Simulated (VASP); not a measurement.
# TiAl3 (Pmmn) in VASP: further runs

TiAl3 is run at these levels: r2SCAN; tasks: single point, relaxation of cell and atoms.

Everything below comes from runs of VASP 6.6.1. Logs are shortened: lines on timing, memory, paths and dates and some standing lists are left out, and cuts for length are marked.

## Step 1: The cell of the first run

It takes space group Pmmn (No. 59, orthorhombic). The conventional cell has a = 4.525 Å, b = 5.404 Å, c = 5.110 Å, α = 90.00°, β = 90.00°, γ = 90.00°. Ti (site symmetry mm2) has 12 Al at 2.71 to 2.98 Å within 3.6 Å. Within 3.5 Å of Al (site symmetry m) lie 8 Al at 2.66 to 3.02 Å and 4 Ti at 2.78 to 2.98 Å. Al (site symmetry mm2) has 4 Ti at 2.71 to 2.75 Å and 8 Al at 2.77 to 3.02 Å within 3.6 Å.

## Step 2: Single point, r2SCAN

Input file POSCAR:

```
TiAl3
1.0
    4.5249796727      0.0000000000      0.0000000000
    0.0000000000      5.4036984825      0.0000000000
    0.0000000000      0.0000000000      5.1102571181
Ti Al
2 6
Direct
    0.0000000000      0.0000000000      0.6277547447
    0.5000000000      0.5000000000      0.3722452553
    0.0000000000      0.2456673610      0.1503545680
    0.0000000000      0.7543326390      0.1503545680
    0.5000000000      0.7456673610      0.8496454320
    0.5000000000      0.2543326390      0.8496454320
    0.5000000000      0.0000000000      0.3233612213
    0.0000000000      0.5000000000      0.6766387787
```

Input file INCAR.step1:

```
  ALGO = Normal
  EDIFF = 1E-4
  ENCUT = 520
  GGA = PE
  ISMEAR = 0
  LASPH = True
  LCHARG = False
  LREAL = False
  LWAVE = True
  NBANDS = 31
  NELM = 100
  PREC = Accurate
  SIGMA = 0.1
```

Input file INCAR.step2:

```
  ALGO = Normal
  EDIFF = 1E-7
  ENCUT = 520
  ISIF = 2
  ISMEAR = 0
  ISTART = 1
  LASPH = True
  LCHARG = False
  LMIXTAU = True
  LREAL = False
  LWAVE = False
  METAGGA = R2SCAN
  NBANDS = 31
  NELM = 100
  PREC = Accurate
  SIGMA = 0.1
```

Input file KPOINTS:

```
k-points
0
Gamma
  8 8 8
```

Potentials or basis: VASP PAW PBE potentials, release 64 (Ti_sv, Al).

On the command line:

```bash
cat potpaw_PBE.64/Ti_sv/POTCAR potpaw_PBE.64/Al/POTCAR > POTCAR
cp INCAR.step1 INCAR
mpirun -np 1 vasp_std > vasp.out
cp INCAR.step2 INCAR
mpirun -np 1 vasp_std > vasp.out
```

OUTCAR:

```text
EDIFF = 1E-7
   ENCUT = 520
   ISIF = 2
   ISMEAR = 0
   ISTART = 1
   LASPH = True
   LREAL = False
   METAGGA = R2SCAN
   NELM = 100
   PREC = Accurate

 ion  position               nearest neighbor table
   1  0.000  0.000  0.628-   8 2.71   8 2.71   7 2.75   7 2.75   3 2.78   4 2.78   5 2.88   5 2.88
                             6 2.88   6 2.88   3 2.98   4 2.98
   2  0.500  0.500  0.372-   7 2.71   7 2.71   8 2.75   8 2.75   5 2.78   6 2.78   3 2.88   3 2.88
                             4 2.88   4 2.88   5 2.98   6 2.98
   3  0.000  0.246  0.150-   4 2.66   6 2.74   6 2.74   4 2.75   7 2.77   7 2.77   1 2.78   8 2.78
                             2 2.88   2 2.88   1 2.98   8 3.02
   4  0.000  0.754  0.150-   3 2.66   5 2.74   5 2.74   3 2.75   7 2.77   7 2.77   1 2.78   8 2.78
                             2 2.88   2 2.88   1 2.98   8 3.02
   5  0.500  0.746  0.850-   6 2.66   4 2.74   4 2.74   6 2.75   8 2.77   8 2.77   2 2.78   7 2.78
                             1 2.88   1 2.88   2 2.98   7 3.02
   6  0.500  0.254  0.850-   5 2.66   3 2.74   3 2.74   5 2.75   8 2.77   8 2.77   2 2.78   7 2.78
                             1 2.88   1 2.88   2 2.98   7 3.02
   7  0.500  0.000  0.323-   2 2.71   2 2.71   1 2.75   1 2.75   3 2.77   4 2.77   3 2.77   4 2.77
                             5 2.78   6 2.78   5 3.02   6 3.02
   8  0.000  0.500  0.677-   1 2.71   1 2.71   2 2.75   2 2.75   5 2.77   6 2.77   5 2.77   6 2.77
                             3 2.78   4 2.78   3 3.02   4 3.02

  LATTYP: Found a simple orthorhombic cell.
 ALAT       =     4.5249796727
 B/A-ratio  =     1.1293436629
 C/A-ratio  =     1.1941928745

  Lattice vectors:

 A1 = (  -4.5249796727,   0.0000000000,   0.0000000000)
 A2 = (   0.0000000000,   0.0000000000,   5.1102571181)
 A3 = (   0.0000000000,   5.4036984825,   0.0000000000)

Analysis of symmetry for initial positions (statically):
=====================================================================
 Subroutine PRICEL returns:
 Original cell was already a primitive cell.

 Routine SETGRP: Setting up the symmetry group for a
 simple orthorhombic supercell.

 Subroutine GETGRP returns: Found  8 space group operations
 (whereof  4 operations were pure point group operations)
 out of a pool of  8 trial point group operations.

The static configuration has the point symmetry C_2v.
 The point group associated with its full space group is D_2h.

Analysis of symmetry for dynamics (positions and initial velocities):
=====================================================================
 Subroutine PRICEL returns:
 Original cell was already a primitive cell.

 Routine SETGRP: Setting up the symmetry group for a
 simple orthorhombic supercell.

 Subroutine GETGRP returns: Found  8 space group operations
 (whereof  4 operations were pure point group operations)
 out of a pool of  8 trial point group operations.

The dynamic configuration has the point symmetry C_2v.
 The point group associated with its full space group is D_2h.

 Subroutine INISYM returns: Found  8 space group operations
 (whereof  4 operations are pure point group operations),
 and found     1 'primitive' translations

----------------------------------------------------------------------------------------

                                     Primitive cell

  volume of cell :     124.9541

  direct lattice vectors                    reciprocal lattice vectors
     4.524979673  0.000000000  0.000000000     0.220995468  0.000000000  0.000000000
     0.000000000  5.403698483  0.000000000     0.000000000  0.185058438  0.000000000
     0.000000000  0.000000000  5.110257118     0.000000000  0.000000000  0.195684870

  length of vectors
     4.524979673  5.403698483  5.110257118     0.220995468  0.185058438  0.195684870

  position of ions in fractional coordinates (direct lattice)
     0.000000000  0.000000000  0.627754745
     0.500000000  0.500000000  0.372245255
     0.000000000  0.245667361  0.150354568
     0.000000000  0.754332639  0.150354568
     0.500000000  0.745667361  0.849645432
     0.500000000  0.254332639  0.849645432
     0.500000000  0.000000000  0.323361221
     0.000000000  0.500000000  0.676638779

  ion indices of the primitive-cell ions
   primitive index   ion index
                 1           1
                 2           2
                 3           3
                 4           4
                 5           5
                 6           6
                 7           7
                 8           8

----------------------------------------------------------------------------------------

 KPOINTS: k-points

Automatic generation of k-mesh.
 Grid dimensions read from file:
 generate k-points for:    8    8    8

 Generating k-lattice:

  Cartesian coordinates                     Fractional coordinates (reciprocal lattice)
     0.027624433  0.000000000  0.000000000     0.125000000  0.000000000  0.000000000
     0.000000000  0.023132305  0.000000000     0.000000000  0.125000000  0.000000000
     0.000000000  0.000000000  0.024460609     0.000000000  0.000000000  0.125000000

  Length of vectors
     0.027624433  0.023132305  0.024460609

  Shift w.r.t. Gamma in fractional coordinates (k-lattice)
     0.000000000  0.000000000  0.000000000

 Subroutine IBZKPT returns following result:
 ===========================================

 Found    125 irreducible k-points:

 Following reciprocal coordinates:
            Coordinates               Weight
  0.000000  0.000000  0.000000      1.000000
  0.125000  0.000000  0.000000      2.000000
  0.250000  0.000000  0.000000      2.000000
  0.375000  0.000000  0.000000      2.000000
  0.500000  0.000000  0.000000      1.000000
  0.000000  0.125000  0.000000      2.000000
[... 16 lines left out ...]
  0.250000  0.500000  0.000000      2.000000
  0.375000  0.500000  0.000000      2.000000
 [... further k-points ...]
   k-points           NKPTS =    125   k-points in BZ     NKDIM =    125   number of bands    NBANDS=     31
   number of dos      NEDOS =    301   number of ions     NIONS =      8
   total plane-waves  NPLWV =  57600
   dimension x,y,z NGX =    36 NGY =   40 NGZ =   40
   dimension x,y,z NGXF=    72 NGYF=   80 NGZF=   80
   ions per type =               2   6
   NGX,Y,Z   is equivalent  to a cutoff of  13.23, 12.31, 13.01 a.u.
   NGXF,Y,Z  is equivalent  to a cutoff of  26.45, 24.61, 26.03 a.u.
 SYSTEM =  unknown system
   PREC   = accura    normal or accurate (medium, high low for compatibility)
   ISTART =      1    job   : 0-new  1-cont  2-samecut
   ICHARG =      0    charge: 1-file 2-atom 10-const
   ISPIN  =      1    spin polarized calculation?
   LNONCOLLINEAR =      F non collinear calculations
   LSORBIT =      F    spin-orbit coupling
   LASPH  =      T    aspherical Exc in radial PAW
   ENCUT  =  520.0 eV  38.22 Ry    6.18 a.u.   8.41 10.05  9.50*2*pi/ulx,y,z
   NELM   =    100;   NELMIN=  2; NELMDL=  0     # of ELM steps
   EDIFF  = 0.1E-06   stopping-criterion for ELM
   LREAL  =      F    real-space projection
   EDIFFG = 0.1E-05   stopping-criterion for IOM
   NSW    =      0    number of steps for IOM
   IBRION =     -1    ionic relax: 0-MD 1-quasi-New 2-CG
   NFREE  =      0    steps in history (QN), initial steepest desc. (CG)
   ISIF   =      2    stress and relaxation
   ISYM   =      2    0-nonsym 1-usesym 2-fastsym
   POTIM  = 0.5000    time-step for ionic-motion
   TEBEG  =    0.0;   TEEND  =   0.0 temperature during run
   PSTRESS=    0.0 pullay stress
   NELECT =      42.0000    total number of electrons
   NUPDOWN=      -1.0000    fix difference up-down
   EMIN   =  10.00;   EMAX   =-10.00  energy-range for DOS
   EFERMI =   0.00;   METHOD = LEGACY
   ISMEAR =     0;   SIGMA  =   0.10  broadening in eV -4-tet -1-fermi 0-gaus
   EFERMI_NEDOS =   21; number of points for ismear=-14 and -15
   IALGO  =     38    algorithm
   IMIX   =      4    mixing-type and parameters
     AMIX     =   0.40;   BMIX     =  1.00
     AMIX_MAG =   1.60;   BMIX_MAG =  1.00
  volume/ion in A,a.u.               =      15.62       105.40
  Fermi-wavevector in a.u.,A,eV,Ry     =   1.138259  2.150998 17.628165  1.295634
  Thomas-Fermi vector in A             =   2.274964
   LORBIT       =      0    0 simple, 1 ext, 2 COOP (PROOUT), +10 PAW based schemes
   METAGGA = R2SCAN    functional components
   LHFCALC =     F    Hartree Fock is set to
   AEXX    =    0.0000 exact exchange contribution
   IVDW    =     0    specifies the selected vdW correction
   LEPSILON=     F    determine dielectric tensor
   LRPA    =     F    only Hartree local field effects (RPA)
 non-spin polarized calculation
 Gauss-broadening in eV      SIGMA  =   0.10
  energy-cutoff  :      520.00
  volume of cell :      124.95
 maximum number of plane-waves:      3392
 NGX is ok and might be reduce to    36
   NGX = 17   NGY = 21   NGZ = 19

 number of electron      42.0000004 magnetization

 Free energy of the ion-electron system (eV)
  ---------------------------------------------------
  ext. energy  EPLUGINS =         0.00000000
  ---------------------------------------------------
  free energy    TOTEN  =       -69.16502177 eV

  energy without entropy =      -69.14601447  energy(sigma->0) =      -69.15551812

 E-fermi :   8.6236     XC(G=0): -11.5589

 val. band max:        8.6216605501   @ k =   0.3750   0.0000   0.0000
 cond. band min:       8.6277153285   @ k =   0.2500   0.0000   0.2500
 fundamental gap:      0.0060547785
 Fermi energy:         8.6235868969

 k-point     1 :       0.0000    0.0000    0.0000
  band No.  band energies     occupation
      1     -50.4349      2.00000
      2     -50.4313      2.00000
      3     -25.7825      2.00000
      4     -25.7620      2.00000
      5     -25.7162      2.00000
      6     -25.6835      2.00000
[... 23 lines left out ...]
     30      12.3093      0.00000
     31      12.3882      0.00000

 k-point     2 :       0.1250    0.0000    0.0000
  band No.  band energies     occupation
      1     -50.4347      2.00000
      2     -50.4314      2.00000
      3     -25.7825      2.00000
      4     -25.7635      2.00000
      5     -25.7149      2.00000
      6     -25.6847      2.00000
[... 23 lines left out ...]
     30      12.1977      0.00000
     31      12.2638      0.00000

 k-point     3 :       0.2500    0.0000    0.0000
  band No.  band energies     occupation
      1     -50.4343      2.00000
      2     -50.4318      2.00000
      3     -25.7820      2.00000
      4     -25.7675      2.00000
      5     -25.7113      2.00000
      6     -25.6881      2.00000
[... 23 lines left out ...]
     30      11.8645      0.00000
     31      11.9367      0.00000

 k-point     4 :       0.3750    0.0000    0.0000
  band No.  band energies     occupation
      1     -50.4337      2.00000
      2     -50.4323      2.00000
      3     -25.7804      2.00000
      4     -25.7726      2.00000
      5     -25.7058      2.00000
      6     -25.6933      2.00000
[... 23 lines left out ...]
     30      11.4133      0.00000
     31      11.8155      0.00000

 k-point     5 :       0.5000    0.0000    0.0000
  band No.  band energies     occupation
      1     -50.4330      2.00000
      2     -50.4330      2.00000
      3     -25.7772      2.00000
      4     -25.7772      2.00000
      5     -25.6995      2.00000
      6     -25.6995      2.00000
[... 23 lines left out ...]
     30      11.0699      0.00000
     31      11.8885      0.00000
[... 542 lines left out ...]
     30      11.9183      0.00000
     31      12.3075      0.00000

 k-point    22 :       0.1250    0.5000    0.0000
  band No.  band energies     occupation
      1     -50.4331      2.00000
      2     -50.4331      2.00000
      3     -25.7735      2.00000
      4     -25.7735      2.00000
      5     -25.7009      2.00000
      6     -25.7009      2.00000
[... 23 lines left out ...]
     30      11.7852      0.00000
     31      12.2074      0.00000

 k-point    23 :       0.2500    0.5000    0.0000
  band No.  band energies     occupation
      1     -50.4330      2.00000
      2     -50.4330      2.00000
      3     -25.7764      2.00000
      4     -25.7764      2.00000
      5     -25.6992      2.00000
      6     -25.6992      2.00000
[... 23 lines left out ...]
     30      11.6221      0.00000
     31      12.3201      0.00000

 k-point    24 :       0.3750    0.5000    0.0000
  band No.  band energies     occupation
      1     -50.4330      2.00000
      2     -50.4330      2.00000
      3     -25.7792      2.00000
      4     -25.7792      2.00000
      5     -25.6976      2.00000
      6     -25.6976      2.00000
[... 23 lines left out ...]
     30      11.6255      0.00000
     31      11.9756      0.00000

 [... further k-points ...]

------------------------ aborting loop because EDIFF is reached ----------------------------------------

  FORCE on cell =-STRESS in cart. coord.  units (eV):
  Direction    XX          YY          ZZ          XY          YZ          ZX
  --------------------------------------------------------------------------------------
  -------------------------------------------------------------------------------------
  Total       -0.1083979     -0.0908293     -0.0657090      0.0000000      0.0000000      0.0000000
  in kB       -1.3898911     -1.1646246     -0.8425295      0.0000000      0.0000000      0.0000000
  external PRESSURE =      -1.1323484 kB  Pullay stress =       0.0000000 kB

 VOLUME and BASIS-vectors are now :
 -----------------------------------------------------------------------------
  energy-cutoff  :      520.00
  volume of cell :      124.95
      direct lattice vectors                 reciprocal lattice vectors
     4.524979673  0.000000000  0.000000000     0.220995468  0.000000000  0.000000000
     0.000000000  5.403698483  0.000000000     0.000000000  0.185058438  0.000000000
     0.000000000  0.000000000  5.110257118     0.000000000  0.000000000  0.195684870

 POSITION                                       TOTAL-FORCE (eV/Angst)
 -----------------------------------------------------------------------------------
      0.00000      0.00000      3.20799         0.000000      0.000000      0.008031
      2.26249      2.70185      1.90227         0.000000      0.000000     -0.008031
      0.00000      1.32751      0.76835         0.000000      0.001105     -0.010346
      0.00000      4.07619      0.76835         0.000000     -0.001105     -0.010346
      2.26249      4.02936      4.34191         0.000000      0.001105      0.010346
      2.26249      1.37434      4.34191        -0.000000     -0.001105      0.010346
      2.26249      0.00000      1.65246         0.000000      0.000000     -0.020758
      0.00000      2.70185      3.45780         0.000000      0.000000      0.020758
 -----------------------------------------------------------------------------------
    total drift:                                0.000000      0.000000     -0.000000

  FREE ENERGIE OF THE ION-ELECTRON SYSTEM (eV)
  ---------------------------------------------------
  free  energy   TOTEN  =       -69.1650217712 eV

  energy  without entropy=      -69.1460144657  energy(sigma->0) =      -69.15551812
```

Wall time 10 min (1 thread of Intel Xeon 6975P-C (Granite Rapids), shared host); peak memory 0.52 GiB.

Results:

```
Free energy            : -69.1650 eV
Pressure               : -0.1 GPa
Largest force          : 0.021 eV/Å
Band gap on the k mesh : zero (bands 21 and 22 overlap by 1.21 eV)
```

Forces on the atoms (eV/Å):
```
Ti   0.000  0.000  0.008
Ti   0.000  0.000 -0.008
Al   0.000  0.001 -0.010
Al   0.000 -0.001 -0.010
Al   0.000  0.001  0.010
Al   0.000 -0.001  0.010
Al   0.000  0.000 -0.021
Al   0.000  0.000  0.021
```

Caveat: the PAW data sets were made with another functional, which shifts forces and pressure a little.

(Part 1 of 2 ends here.)

The gap in the log of VASP goes by the Fermi energy; the results here count the filled bands.